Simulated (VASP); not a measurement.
# NbAs (rocksalt type) (Fm-3m) in VASP: a series of runs, part 2 of 2

VASP 6.6.1.

### Step 3. Electric field gradients, PBE (volume scaled by 1.06)

Input file INCAR:

```
SYSTEM = NbAs
  ALGO = Normal
  EDIFF = 1E-8
  ENCUT = 520
  GGA = PE
  ISIF = 2
  ISMEAR = -1
  LASPH = .True.
  LCHARG = .False.
  LEFG = .True.
  LREAL = .False.
  LWAVE = .False.
  NBANDS = 16
  NELM = 100
  PREC = Accurate
  SIGMA = 0.05
```

Input file KPOINTS:

```
k-points
0
Gamma
  11 11 11
  0 0 0
```

Input file POSCAR:

```
NbAs
1.0
    0.0000000000      2.6893318562      2.6893318562
    2.6893318562      0.0000000000      2.6893318562
    2.6893318562      2.6893318562      0.0000000000
Nb As
1 1
Direct
    0.0000000000      0.0000000000      0.0000000000
    0.5000000000      0.5000000000      0.5000000000
```

Potentials or basis: VASP PAW PBE potentials, release 64 (Nb_sv, As).

Command:

```console
$ cat potpaw_PBE.64/Nb_sv/POTCAR potpaw_PBE.64/As/POTCAR > POTCAR
$ mpirun -np 1 vasp_std > vasp.out
```

OUTCAR:

```text
SYSTEM = NbAs
   EDIFF = 1E-8
   ENCUT = 520
   GGA = PE
   ISIF = 2
   ISMEAR = -1
   LASPH = .True.
   LREAL = .False.
   NELM = 100
   PREC = Accurate

 ion  position               nearest neighbor table
   1  0.000  0.000  0.000-   2 2.69   2 2.69   2 2.69   2 2.69   2 2.69   2 2.69
   2  0.500  0.500  0.500-   1 2.69   1 2.69   1 2.69   1 2.69   1 2.69   1 2.69

  LATTYP: Found a face centered cubic cell.
 ALAT       =     5.3786637124

  Lattice vectors:

 A1 = (   0.0000000000,   2.6893318562,   2.6893318562)
 A2 = (   2.6893318562,   0.0000000000,   2.6893318562)
 A3 = (   2.6893318562,   2.6893318562,   0.0000000000)

Analysis of symmetry for initial positions (statically):
=====================================================================
 Subroutine PRICEL returns:
 Original cell was already a primitive cell.

 Routine SETGRP: Setting up the symmetry group for a
 face centered cubic supercell.

 Subroutine GETGRP returns: Found 48 space group operations
 (whereof 48 operations were pure point group operations)
 out of a pool of 48 trial point group operations.

The static configuration has the point symmetry O_h .

Analysis of symmetry for dynamics (positions and initial velocities):
=====================================================================
 Subroutine PRICEL returns:
 Original cell was already a primitive cell.

 Routine SETGRP: Setting up the symmetry group for a
 face centered cubic supercell.

 Subroutine GETGRP returns: Found 48 space group operations
 (whereof 48 operations were pure point group operations)
 out of a pool of 48 trial point group operations.

The dynamic configuration has the point symmetry O_h .

[... 150 lines left out ...]
 Fermi energy:         8.9964326924

 k-point     1 :       0.0000    0.0000    0.0000
  band No.  band energies     occupation
      1     -46.9146      2.00000
      2     -22.9365      2.00000
      3     -22.9365      2.00000
      4     -22.9365      2.00000
      5      -4.1474      2.00000
      6       7.6037      2.00000
[... 433 lines left out ...]
      3     -22.9646      2.00000
      4     -22.9400      2.00000
      5      -3.1015      2.00000
      6       4.2509      2.00000
[... 8 lines left out ...]
     15      16.8562      0.00000
     16      18.4596      0.00000

 [... further k-points ...]
[... 5 lines left out ...]
  --------------------------------------------------------------------------------------
  -------------------------------------------------------------------------------------
  Total       -1.7848193     -1.7848193     -1.7848193     -0.0000000      0.0000000      0.0000000
  in kB      -73.5091911    -73.5091911    -73.5091911     -0.0000000      0.0000000      0.0000000
  external PRESSURE =     -73.5091911 kB  Pullay stress =       0.0000000 kB

 VOLUME and BASIS-vectors are now :
 -----------------------------------------------------------------------------
  energy-cutoff  :      520.00
  volume of cell :       38.90
      direct lattice vectors                 reciprocal lattice vectors
     0.000000000  2.689331856  2.689331856    -0.185919785  0.185919785  0.185919785
     2.689331856  0.000000000  2.689331856     0.185919785 -0.185919785  0.185919785
     2.689331856  2.689331856  0.000000000     0.185919785  0.185919785 -0.185919785

 POSITION                                       TOTAL-FORCE (eV/Angst)
 -----------------------------------------------------------------------------------
      0.00000      0.00000      0.00000        -0.000000      0.000000      0.000000
      2.68933      2.68933      2.68933         0.000000     -0.000000     -0.000000
 -----------------------------------------------------------------------------------
    total drift:                               -0.000000      0.000000      0.000000

  FREE ENERGIE OF THE ION-ELECTRON SYSTEM (eV)
  ---------------------------------------------------
  free  energy   TOTEN  =       -15.3150663275 eV

  energy  without entropy=      -15.2929694269  energy(sigma->0) =      -15.30401788

 Electric field gradients (V/A^2)
---------------------------------------------------------------------
 ion       V_xx      V_yy      V_zz      V_xy      V_xz      V_yz
---------------------------------------------------------------------
   1      -0.000    -0.000     0.000    -0.000    -0.000    -0.000
   2      -0.000    -0.000    -0.000     0.000     0.000     0.000
---------------------------------------------------------------------

 Electric field gradients after diagonalization (V/A^2)
 (convention: |V_zz| > |V_xx| > |V_yy|)
----------------------------------------------------------------------
 ion       V_xx      V_yy      V_zz     asymmetry (V_yy - V_xx)/ V_zz
----------------------------------------------------------------------
   1       0.000     0.000    -0.001       0.000
   2      -0.000    -0.000     0.001       0.000
----------------------------------------------------------------------

           NMR quadrupolar parameters

 Cq : quadrupolar parameter    Cq=e*Q*V_zz/h
 eta: asymmetry parameters     (V_yy - V_xx)/ V_zz
 Q  : nuclear electric quadrupole moment in mb (millibarn)
----------------------------------------------------------------------
 ion       Cq(MHz)       eta       Q (mb)
----------------------------------------------------------------------
   1      -0.000       0.000       1.000
   2       0.000       0.000       1.000
----------------------------------------------------------------------
```

OSZICAR:

```text
N       E                     dE             d eps       ncg     rms          rms(c)
DAV:   1     0.135621109822E+03    0.13562E+03   -0.92869E+03  1800   0.108E+03
DAV:   2    -0.983432559954E+01   -0.14546E+03   -0.13981E+03  2240   0.348E+02
DAV:   3    -0.161720807926E+02   -0.63378E+01   -0.61861E+01  2808   0.607E+01
DAV:   4    -0.164682453422E+02   -0.29616E+00   -0.29589E+00  2352   0.121E+01
DAV:   5    -0.164745905342E+02   -0.63452E-02   -0.63441E-02  2784   0.173E+00    0.682E+00
DAV:   6    -0.153255406918E+02    0.11490E+01   -0.36835E+00  2816   0.154E+01    0.183E+00
DAV:   7    -0.153186972958E+02    0.68434E-02   -0.13307E-01  2208   0.328E+00    0.114E+00
DAV:   8    -0.153151231261E+02    0.35742E-02   -0.19067E-02  2472   0.993E-01    0.250E-01
DAV:   9    -0.153150048214E+02    0.11830E-03   -0.17618E-03  2512   0.257E-01    0.106E-01
DAV:  10    -0.153150674167E+02   -0.62595E-04   -0.15145E-04  2296   0.126E-01    0.171E-02
DAV:  11    -0.153150686824E+02   -0.12657E-05   -0.13396E-05  2584   0.268E-02    0.106E-02
DAV:  12    -0.153150662601E+02    0.24223E-05   -0.10441E-06  2368   0.139E-02    0.170E-03
DAV:  13    -0.153150663394E+02   -0.79369E-07   -0.59351E-08  2424   0.263E-03    0.370E-04
DAV:  14    -0.153150663243E+02    0.15102E-07   -0.10017E-08  1584   0.125E-03    0.997E-05
DAV:  15    -0.153150663275E+02   -0.31839E-08   -0.13835E-09  1232   0.491E-04
   1 F= -.15315066E+02 E0= -.15304018E+02  d E =-.220969E-01
```

stdout:

```text
POSCAR found type information on POSCAR NbAs
 POSCAR found :  2 types and       2 ions
 scaLAPACK will be used
 LDA part: xc-table for (Slater+PW92), standard interpolation
 POSCAR, INCAR and KPOINTS ok, starting setup
 FFT: planning ... GRIDC
 FFT: planning ... GRID_SOFT
 FFT: planning ... GRID
 WAVECAR not read
 entering main loop
ion   1

ion   2
```

Wall time 33 s (1 thread of Intel Xeon 6975P-C (Granite Rapids), shared host); peak memory 0.18 GiB.

Results:

| Property | Result |
| --- | --- |
| Free energy | -15.3151 eV |
| Pressure | -7.4 GPa |
| Band gap on the k mesh | zero (band 9 reaches 9.45 eV, above the bottom of band 10 at 7.81 eV) |

Levels at points of the mesh, in eV from the Fermi level:
```
           k point  band 6  band 7  band 8  band 9  band 10  band 11  band 12  band 13
(0.00, 0.00, 0.00)   -1.39   -1.39   -1.39   -0.88    -0.88    -0.25    -0.25    -0.25
```

Caveat: without QUAD_EFG the Cq values of the log hold for a quadrupole moment of 1 mb, not for the nuclei.

### Step 4. Electric field gradients, PBE (volume scaled by 1.06)

Input file INCAR:

```
PREC = Accurate
ENCUT = 520
EDIFF = 1E-8
ISMEAR = -1
SIGMA = 0.05
LREAL = F
LASPH = T
NELM = 60
ALGO = Normal
ISIF = 2
LWAVE = F
LCHARG = F
GGA = PE
LEFG = T
NBANDS = 16
```

Input file KPOINTS:

```
regular mesh
0
Gamma
  11 11 11
```

POSCAR is that of step 3.

Potentials or basis: VASP PAW PBE potentials, release 64 (Nb_sv, As).

Command:

```console
$ cat potpaw_PBE.64/Nb_sv/POTCAR potpaw_PBE.64/As/POTCAR > POTCAR
$ mpirun -np 1 vasp_std > vasp.out
```

OUTCAR:

```text
PREC = Accurate
   ENCUT = 520
   EDIFF = 1E-8
   ISMEAR = -1
   LREAL = F
   LASPH = T
   NELM = 60
   ISIF = 2
   GGA = PE

 ion  position               nearest neighbor table
   1  0.000  0.000  0.000-   2 2.69   2 2.69   2 2.69   2 2.69   2 2.69   2 2.69
   2  0.500  0.500  0.500-   1 2.69   1 2.69   1 2.69   1 2.69   1 2.69   1 2.69

  LATTYP: Found a face centered cubic cell.
 ALAT       =     5.3786637124

  Lattice vectors:

 A1 = (   0.0000000000,   2.6893318562,   2.6893318562)
 A2 = (   2.6893318562,   0.0000000000,   2.6893318562)
[... 667 lines left out ...]
  ---------------------------------------------------
  free  energy   TOTEN  =       -15.3150663275 eV

  energy  without entropy=      -15.2929694269  energy(sigma->0) =      -15.30401788

 Electric field gradients (V/A^2)
---------------------------------------------------------------------
 ion       V_xx      V_yy      V_zz      V_xy      V_xz      V_yz
---------------------------------------------------------------------
   1      -0.000    -0.000     0.000    -0.000    -0.000    -0.000
   2      -0.000    -0.000    -0.000     0.000     0.000     0.000
---------------------------------------------------------------------

 Electric field gradients after diagonalization (V/A^2)
 (convention: |V_zz| > |V_xx| > |V_yy|)
----------------------------------------------------------------------
 ion       V_xx      V_yy      V_zz     asymmetry (V_yy - V_xx)/ V_zz
----------------------------------------------------------------------
   1       0.000     0.000    -0.001       0.000
   2      -0.000    -0.000     0.001       0.000
----------------------------------------------------------------------

           NMR quadrupolar parameters

 Cq : quadrupolar parameter    Cq=e*Q*V_zz/h
 eta: asymmetry parameters     (V_yy - V_xx)/ V_zz
 Q  : nuclear electric quadrupole moment in mb (millibarn)
----------------------------------------------------------------------
 ion       Cq(MHz)       eta       Q (mb)
----------------------------------------------------------------------
   1      -0.000       0.000       1.000
   2       0.000       0.000       1.000
----------------------------------------------------------------------
```

OSZICAR:

```text
N       E                     dE             d eps       ncg     rms          rms(c)
DAV:   1     0.135621109822E+03    0.13562E+03   -0.92869E+03  1800   0.108E+03
DAV:   2    -0.983432559954E+01   -0.14546E+03   -0.13981E+03  2240   0.348E+02
DAV:   3    -0.161720807926E+02   -0.63378E+01   -0.61861E+01  2808   0.607E+01
DAV:   4    -0.164682453422E+02   -0.29616E+00   -0.29589E+00  2352   0.121E+01
DAV:   5    -0.164745905342E+02   -0.63452E-02   -0.63441E-02  2784   0.173E+00    0.682E+00
DAV:   6    -0.153255406918E+02    0.11490E+01   -0.36835E+00  2816   0.154E+01    0.183E+00
DAV:   7    -0.153186972958E+02    0.68434E-02   -0.13307E-01  2208   0.328E+00    0.114E+00
DAV:   8    -0.153151231261E+02    0.35742E-02   -0.19067E-02  2472   0.993E-01    0.250E-01
DAV:   9    -0.153150048214E+02    0.11830E-03   -0.17618E-03  2512   0.257E-01    0.106E-01
DAV:  10    -0.153150674167E+02   -0.62595E-04   -0.15145E-04  2296   0.126E-01    0.171E-02
DAV:  11    -0.153150686824E+02   -0.12657E-05   -0.13396E-05  2584   0.268E-02    0.106E-02
DAV:  12    -0.153150662601E+02    0.24223E-05   -0.10441E-06  2368   0.139E-02    0.170E-03
DAV:  13    -0.153150663394E+02   -0.79369E-07   -0.59351E-08  2424   0.263E-03    0.370E-04
DAV:  14    -0.153150663243E+02    0.15102E-07   -0.10017E-08  1584   0.125E-03    0.997E-05
DAV:  15    -0.153150663275E+02   -0.31839E-08   -0.13835E-09  1232   0.491E-04
   1 F= -.15315066E+02 E0= -.15304018E+02  d E =-.220969E-01
```

stdout:

```text
POSCAR found type information on POSCAR NbAs
 POSCAR found :  2 types and       2 ions
 scaLAPACK will be used
 LDA part: xc-table for (Slater+PW92), standard interpolation
 POSCAR, INCAR and KPOINTS ok, starting setup
 FFT: planning ... GRIDC
 FFT: planning ... GRID_SOFT
 FFT: planning ... GRID
 WAVECAR not read
 entering main loop
ion   1

ion   2
```

It took 26 s on 1 thread of Intel Xeon 6975P-C (Granite Rapids), shared host; peak memory 0.17 GiB.

Results:

```
Free energy            : -15.3151 eV
Pressure               : -7.4 GPa
Band gap on the k mesh : zero (band 9 reaches 9.45 eV, above the bottom of band 10 at 7.81 eV)
```

Levels at points of the mesh, in eV from the Fermi level:
```
           k point  band 5  band 6  band 7  band 8  band 9  band 10  band 11  band 12  band 13  band 14
(0.00, 0.00, 0.00)  -13.14   -1.39   -1.39   -1.39   -0.88    -0.88    -0.25    -0.25    -0.25     4.13
```

Caveat: without QUAD_EFG the Cq values of the log hold for a quadrupole moment of 1 mb, not for the nuclei.
